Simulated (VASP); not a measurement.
Input of a VASP 6.6.1 run:

INCAR

```
  PREC = Accurate
  ENCUT = 520
  EDIFF = 1E-6
  ISMEAR = 0
  SIGMA = 0.1
  LREAL = False
  LASPH = True
  NELM = 150
  ALGO = Normal
  ISIF = 2
  LWAVE = False
  LCHARG = False
  ISPIN = 2
  MAGMOM = 1.8 1.8
  LORBIT = 11
  LMAXMIX = 4
  GGA = PS
  NBANDS = 20
```

KPOINTS

```
regular mesh
0
Gamma
  18 18 10
```

File POSCAR:

```
Co
1.0
    2.4066519183      0.0000000000      0.0000000000
   -1.2033259592      2.0842216993      0.0000000000
    0.0000000000      0.0000000000      3.8871433845
Co
2
Direct
    0.3333333333      0.6666666667      0.2500000000
    0.6666666667      0.3333333333      0.7500000000
```

Potentials or basis: VASP PAW PBE potentials, release 64 (Co).

Run with:

```bash
$ cat potpaw_PBE.64/Co/POTCAR > POTCAR
$ mpirun -np 1 vasp_std > vasp.out
```

What does it give for the site moments?

Co +1.53 μB.

Predict the net moment.

3.06 μB per cell.

Estimate the pressure.

16.5 GPa.

Stress tensor (GPa, compression positive):
```
16.56  0.00  0.00
 0.00 16.56  0.00
 0.00  0.00 16.34
```

Caveat: the PAW data sets were made with another functional, which shifts forces and pressure a little.
